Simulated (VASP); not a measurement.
# CoO in VASP: a series of runs

Aim: see how the results for CoO move with the level of theory and the settings. Levels: PBEsol+D3(BJ), PBE. Tasks: relaxation of cell and atoms, single point.

Everything below comes from runs of VASP 6.6.1. Logs are shortened: lines on timing, memory, paths and dates and some standing lists are left out, and cuts for length are marked.

### Step 1. The cell of the first run

It takes space group I4/mmm (No. 139, tetragonal). Conventional cell: a = 3.016 Å, b = 3.016 Å, c = 4.214 Å, α = 90.00°, β = 90.00°, γ = 90.00°. Within 2.8 Å of Co (site symmetry 4/mmm) lie 6 O at 2.11 to 2.13 Å. Within 2.8 Å of O (site symmetry 4/mmm) lie 6 Co at 2.11 to 2.13 Å.

### Step 2. Relaxation of cell and atoms, PBEsol+D3(BJ), collinear spin, ferromagnetic start

File INCAR:

```
PREC     = Accurate       # precision mode
ENCUT    = 600            # plane-wave cutoff, eV
EDIFF    = 1E-7           # SCF threshold, eV
ISMEAR   = -1             # smearing method
SIGMA    = 0.05           # smearing width, eV
LREAL    = F              # projectors in reciprocal space
LASPH    = T              # aspherical terms in the spheres
NELM     = 150            # most SCF steps
ALGO     = Normal         # electronic algorithm
ISIF     = 3              # what is computed and relaxed
LWAVE    = F              # write WAVECAR
LCHARG   = F              # write CHGCAR
ISPIN    = 2              # spin polarisation
MAGMOM   = 2 0            # initial moments
LORBIT   = 11             # projections on sites
LMAXMIX  = 4              # l up to which the mixer works
GGA      = PS             # functional
IVDW     = 12             # dispersion correction
IBRION   = 2              # ionic algorithm
NSW      = 60             # ionic steps
EDIFFG   = -0.01          # ionic threshold
```

File KPOINTS:

```
regular mesh
0
Gamma
  12 12 12
```

File POSCAR:

```
CoO
1.0
   -1.5080000000      1.5080000000      2.1072475377
    1.5080000000     -1.5080000000      2.1072475377
    1.5080000000      1.5080000000     -2.1072475377
Co O
1 1
Direct
    0.0000000000      0.0000000000      0.0000000000
    0.5000000000      0.5000000000      0.0000000000
```

Potentials or basis: VASP PAW PBE potentials, release 64 (Co, O).

Launch:

```
> cat potpaw_PBE.64/Co/POTCAR potpaw_PBE.64/O/POTCAR > POTCAR
> mpirun -np 1 vasp_std > vasp.out
```

OUTCAR:

```text
PREC = Accurate
   ENCUT = 600
   EDIFF = 1E-7
   ISMEAR = -1
   LREAL = F
   LASPH = T
   NELM = 150
   ISIF = 3
   ISPIN = 2
   LORBIT = 11
   GGA = PS
   IVDW = 12
   IBRION = 2
   NSW = 60
   EDIFFG = -0.01
 IVDW          = 12

 ion  position               nearest neighbor table
   1  0.000  0.000  0.000-   2 2.11   2 2.11   2 2.13   2 2.13   2 2.13   2 2.13
   2  0.500  0.500  0.000-   1 2.11   1 2.11   1 2.13   1 2.13   1 2.13   1 2.13

  LATTYP: Found a body centered tetragonal cell.
 ALAT       =     3.0160000000
 C/A-ratio  =     1.3973790038

  Lattice vectors:

 A1 = (  -1.5080000000,   1.5080000000,   2.1072475377)
 A2 = (   1.5080000000,  -1.5080000000,   2.1072475377)
 A3 = (   1.5080000000,   1.5080000000,  -2.1072475377)

Analysis of symmetry for initial positions (statically):
=====================================================================
 Subroutine PRICEL returns:
 Original cell was already a primitive cell.

 Routine SETGRP: Setting up the symmetry group for a
 body centered tetragonal supercell.

 Subroutine GETGRP returns: Found 16 space group operations
 (whereof 16 operations were pure point group operations)
 out of a pool of 16 trial point group operations.

The static configuration has the point symmetry D_4h.

Analysis of symmetry for dynamics (positions and initial velocities):
=====================================================================
 Subroutine PRICEL returns:
 Original cell was already a primitive cell.

 Routine SETGRP: Setting up the symmetry group for a
 body centered tetragonal supercell.

 Subroutine GETGRP returns: Found 16 space group operations
 (whereof 16 operations were pure point group operations)
 out of a pool of 16 trial point group operations.

The dynamic configuration has the point symmetry D_4h.

Analysis of structural, dynamic, and magnetic symmetry:
=====================================================================
 Subroutine PRICEL returns:
 Original cell was already a primitive cell.

 Routine SETGRP: Setting up the symmetry group for a
 body centered tetragonal supercell.

 Subroutine GETGRP returns: Found 16 space group operations
 (whereof 16 operations were pure point group operations)
 out of a pool of 16 trial point group operations.

The overall configuration has the point symmetry D_4h.

 Subroutine INISYM returns: Found 16 space group operations
 (whereof 16 operations are pure point group operations),
 and found     1 'primitive' translations

----------------------------------------------------------------------------------------

                                     Primitive cell

[... 120 lines left out ...]
   LRPA    =     F    only Hartree local field effects (RPA)
 conjugate gradient relaxation of ions
 spin polarized calculation
  energy-cutoff  :      600.00
  volume of cell :       19.17
 maximum number of plane-waves:       651
   NGX = 11   NGY = 11   NGZ = 11

--------------------------------------- Ionic step        1  -------------------------------------------

 number of electron      15.0000005 magnetization       2.9225868

 Free energy of the ion-electron system (eV)
  ---------------------------------------------------
  ext. energy  EPLUGINS =         0.00000000
  ---------------------------------------------------
  free energy    TOTEN  =       -13.97241258 eV

  energy without entropy =      -13.93946439  energy(sigma->0) =      -13.95593849

------------------------ aborting loop because EDIFF is reached ----------------------------------------

 Edisp (eV)   -0.42644

 E8    (eV) :    -0.2607
[... 105 lines left out ...]
  FREE ENERGIE OF THE ION-ELECTRON SYSTEM (eV)
  ---------------------------------------------------
  free  energy   TOTEN  =       -14.0627901065 eV

  energy  without entropy=      -14.0267290111  energy(sigma->0) =      -14.04475956

[... ionic steps 4 to 11 ...]

--------------------------------------- Ionic step       12  -------------------------------------------

 number of electron      15.0000006 magnetization       2.9275134

------------------------ aborting loop because EDIFF is reached ----------------------------------------
[... 75 lines left out ...]
--------------------------------------- Ionic step       14  -------------------------------------------

 number of electron      15.0000006 magnetization       2.9284963

 Free energy of the ion-electron system (eV)
  ---------------------------------------------------
  ext. energy  EPLUGINS =         0.00000000
  ---------------------------------------------------
  free energy    TOTEN  =       -13.96941428 eV

  energy without entropy =      -13.93649544  energy(sigma->0) =      -13.95295486

 E-fermi :   7.8991     XC(G=0): -12.6926

 val. band max:        7.8987854039   @ k =  -0.3333   0.2500   0.0000
 cond. band min:       7.8992299407   @ k =  -0.2500  -0.3333   0.1667
 fundamental gap:      0.0004445369
 Fermi energy:         7.8991439501

 spin component 1

 k-point     1 :       0.0000    0.0000    0.0000
  band No.  band energies     occupation
      1     -12.3780      1.00000
      2       4.6061      1.00000
      3       4.6083      1.00000
      4       4.6325      1.00000
      5       4.6639      1.00000
      6       4.6639      1.00000
      7       4.7201      1.00000
      8       4.7201      1.00000
      9       4.8007      1.00000
     10       8.7720      0.00000
     11      24.4882      0.00000
     12      25.8453      0.00000
[... 333 lines left out ...]
      1     -11.2835      1.00000
      2       0.4454      1.00000
      3       1.9761      1.00000
      4       2.3536      1.00000
      5       4.9776      1.00000
      6       5.4755      1.00000
      7       5.8988      1.00000
      8       6.8766      1.00000
      9       7.1617      1.00000
     10      13.6101      0.00000
     11      17.5886      0.00000
     12      19.8885      0.00000

 [... further k-points ...]

 spin component 2

 k-point     1 :       0.0000    0.0000    0.0000
  band No.  band energies     occupation
      1     -11.8386      1.00000
      2       5.2337      1.00000
      3       5.2810      1.00000
      4       5.2810      1.00000
      5       6.7683      1.00000
      6       6.7684      1.00000
      7       6.8123      1.00000
      8       7.7500      0.95184
      9       7.7597      0.94211
     10       9.3326      0.00000
     11      24.4347      0.00000
     12      26.4012      0.00000
[... 378 lines left out ...]
  FREE ENERGIE OF THE ION-ELECTRON SYSTEM (eV)
  ---------------------------------------------------
  free  energy   TOTEN  =       -14.4029982402 eV

  energy  without entropy=      -14.3700794017  energy(sigma->0) =      -14.38653882

 reached required accuracy - stopping structural energy minimisation

 total charge

# of ion       s       p       d       tot
------------------------------------------
    1        0.299   0.365   7.147   7.811
    2        1.547   3.404   0.000   4.951
--------------------------------------------------
tot          1.846   3.769   7.147  12.762

 magnetization (x)

# of ion       s       p       d       tot
------------------------------------------
    1        0.020   0.018   2.522   2.560
    2        0.029   0.286   0.000   0.315
--------------------------------------------------
tot          0.049   0.303   2.522   2.875
```

OSZICAR:

```text
N       E                     dE             d eps       ncg     rms          rms(c)
DAV:   1     0.914507942858E+02    0.91451E+02   -0.78823E+03  7896   0.160E+03
[... 162 lines left out ...]
DAV:   2    -0.139694335779E+02    0.88792E-04   -0.11989E-04  9152   0.205E-01    0.524E-02
DAV:   3    -0.139694222001E+02    0.11378E-04   -0.44145E-04  9616   0.191E-01    0.735E-02
DAV:   4    -0.139694464454E+02   -0.24245E-04   -0.50049E-05 10816   0.117E-01    0.572E-02
DAV:   5    -0.139694409187E+02    0.55267E-05   -0.13593E-06 10956   0.270E-02    0.515E-02
DAV:   6    -0.139694145565E+02    0.26362E-04   -0.47835E-05  8916   0.130E-01    0.685E-03
DAV:   7    -0.139694143104E+02    0.24615E-06   -0.24271E-06  8556   0.140E-02    0.223E-03
DAV:   8    -0.139694142816E+02    0.28771E-07   -0.20835E-08  3940   0.196E-03
  14 F= -.14402998E+02 E0= -.14386539E+02  d E =-.233026E-04  mag=     2.9285
```

CONTCAR:

```text
CoO
   1.00000000000000
    -1.5084277461504685    1.5084277461504685    2.1113780737418080
     1.5084277461504685   -1.5084277461504685    2.1113780737418080
     1.5084277461504685    1.5084277461504685   -2.1113780737418080
  Co              O
     1     1
Direct
     0.0000000000000000    0.0000000000000000    0.0000000000000000
     0.5000000000000000    0.5000000000000000    0.0000000000000000

  0.00000000E+00  0.00000000E+00  0.00000000E+00
  0.00000000E+00  0.00000000E+00  0.00000000E+00
```

Run time: 7.8 min. Hardware: 1 thread of Oxide Virtual Turin-like, shared host; peak memory 0.2 GiB.

What came out:

```yaml
Free_energy: -14.4030 eV
Relaxed_volume: 9.61 Å³/atom
Relaxed_cell: a = 3.001 Å, b = 3.001 Å, c = 3.001 Å, α = 119.66°, β = 119.66°, γ = 90.59°
Space_group_after_relaxing_to_0.1_Å: Fm-3m (No. 225)
Energy_gained_by_relaxing: 2.1 meV/atom
Ionic_steps: 14
Pressure_after_relaxing: -0.1 GPa
Net_moment: 2.93 μB per cell
Site_moments: Co +2.56; O +0.32 μB
Valence_electrons_inside_the_program's_atomic_spheres: Co 7.81; O 4.95
Dispersion_energy_per_atom: -0.217 eV
```

Step by step:
```tsv
step	energy change (eV)	largest force (eV/Å)	pressure (GPa)	volume (Å³)
1	0.0000	0.0000	31.97	19.17
2	0.9374	0.0000	-28.31	24.98
3	0.3361	0.0000	-28.06	21.74
4	0.1301	0.0000	-21.94	20.43
5	0.0504	0.0000	-18.01	19.79
6	0.0173	0.0000	-15.85	19.48
7	0.0025	0.0000	-14.11	19.32
8	-0.0033	0.0000	-8.06	19.25
9	-0.0040	0.0000	4.17	19.21
10	-0.0041	0.0000	-1.37	19.22
11	-0.0041	0.0000	-0.15	19.22
12	-0.0041	0.0000	0.22	19.22
13	-0.0041	0.0000	0.15	19.22
14	-0.0041	0.0000	-0.09	19.22
```

Final structure:
```xyz
2
Lattice="-1.5084 1.5084 2.1114 1.5084 -1.5084 2.1114 1.5084 1.5084 -2.1114" Properties=species:S:1:pos:R:3 pbc="T T T"
Co    0.0000    0.0000    0.0000
O     0.0000    0.0000    2.1114
```

Caveat: the PAW data sets were made with another functional, which shifts forces and pressure a little; a cell with one magnetic atom can't hold antiferromagnetic order, which such compounds often take; semilocal functionals often make such compounds metallic where correlation or magnetic order opens a gap, which also shifts bond lengths.

### Step 3. Single point, PBE, collinear spin, ferromagnetic start (atoms moved at random)

File INCAR:

```
ALGO     = Normal         # electronic algorithm
EDIFF    = 1E-6           # SCF threshold, eV
ENCUT    = 600            # plane-wave cutoff, eV
GGA      = PE             # functional
GGA_COMPAT= F            
ISIF     = 2              # what is computed and relaxed
ISMEAR   = -1             # smearing method
ISPIN    = 2              # spin polarisation
LASPH    = T              # aspherical terms in the spheres
LCHARG   = F              # write CHGCAR
LMAXMIX  = 4              # l up to which the mixer works
LORBIT   = 11             # projections on sites
LREAL    = F              # projectors in reciprocal space
LWAVE    = F              # write WAVECAR
MAGMOM   = 2 0            # initial moments
NBANDS   = 18             # bands
NELM     = 200            # most SCF steps
PREC     = Accurate       # precision mode
SIGMA    = 0.05           # smearing width, eV
```

File KPOINTS:

```
k-points
0
Gamma
  12 12 12
```

File POSCAR:

```
CoO
1.0
   -1.5080000000      1.5080000000      2.1072475377
    1.5080000000     -1.5080000000      2.1072475377
    1.5080000000      1.5080000000     -2.1072475377
Co O
1 1
Direct
   -0.0052800000      0.0049430000      0.0153250000
    0.5146290000      0.4995850000      0.0049600000
```

Potentials or basis: VASP PAW PBE potentials, release 64 (Co, O).

Launch:

```
> cat potpaw_PBE.64/Co/POTCAR potpaw_PBE.64/O/POTCAR > POTCAR
> mpirun -np 1 vasp_std > vasp.out
```

It took 8.1 min on 1 thread of Oxide Virtual Turin-like, shared host; peak memory 0.58 GiB.

The run converged. Its results:

```
Free energy                                           : -13.0609 eV
Pressure                                              : -0.5 GPa
Largest force                                         : 0.122 eV/Å
Net moment                                            : 2.89 μB per cell
Site moments                                          : Co +2.54; O +0.30 μB
Valence electrons inside the program's atomic spheres : Co 7.82; O 4.98
```

Forces in eV/Å, atoms in the order of the input:
```
Co  -0.056  0.028  0.105
O    0.056 -0.028 -0.105
```

Stress tensor (GPa, compression positive):
```
-0.81 -0.34  0.31
-0.34 -0.60 -0.13
 0.31 -0.13 -0.13
```

Levels at points of the mesh, in eV from the Fermi level:
Spin up:
```tsv
k point	band 6	band 7	band 8	band 9	band 10	band 11	band 12	band 13
(0.00, 0.00, 0.00)	-3.05	-2.77	-2.76	-2.73	1.04	16.84	18.16	18.19
(0.50, 0.00, 0.00)	-2.31	-1.78	0.07	0.17	5.12	9.38	13.40	13.67
(0.00, 0.50, 0.00)	-2.33	-1.78	0.08	0.12	5.13	9.39	13.39	13.70
(0.00, 0.50, 0.50)	-2.32	-1.78	0.06	0.15	5.13	9.39	13.40	13.69
(0.50, 0.00, 0.50)	-2.31	-1.79	0.10	0.19	5.11	9.38	13.37	13.65
(0.50, 0.50, 0.00)	-2.86	-2.38	-2.07	-2.00	5.90	9.85	11.73	15.82
(0.00, 0.00, 0.50)	-2.83	-2.38	-2.07	-2.00	5.91	9.82	11.71	15.84
(0.50, 0.50, 0.50)	-2.83	-2.38	-2.09	-2.07	5.90	10.01	11.61	15.76
```
Spin down:
```
           k point  band 4  band 5  band 6  band 7  band 8  band 9
(0.00, 0.00, 0.00)   -2.65   -1.11   -1.06   -0.99    0.09    0.13
(0.50, 0.00, 0.00)   -4.65   -0.15   -0.10    0.19    2.65    2.74
(0.00, 0.50, 0.00)   -4.66   -0.14   -0.11    0.17    2.65    2.68
(0.00, 0.50, 0.50)   -4.64   -0.15   -0.10    0.17    2.63    2.71
(0.50, 0.00, 0.50)   -4.67   -0.15   -0.10    0.20    2.69    2.75
(0.50, 0.50, 0.00)   -3.84   -2.18    0.11    0.15    0.52    1.00
(0.00, 0.00, 0.50)   -3.85   -2.13    0.10    0.15    0.54    1.00
(0.50, 0.50, 0.50)   -3.90   -2.19    0.13    0.14    0.59    0.97
```

Caveat: the cell differs from its parent crystal (atoms moved at random); a cell with one magnetic atom can't hold antiferromagnetic order, which such compounds often take; semilocal functionals often make such compounds metallic where correlation or magnetic order opens a gap, which also shifts bond lengths.
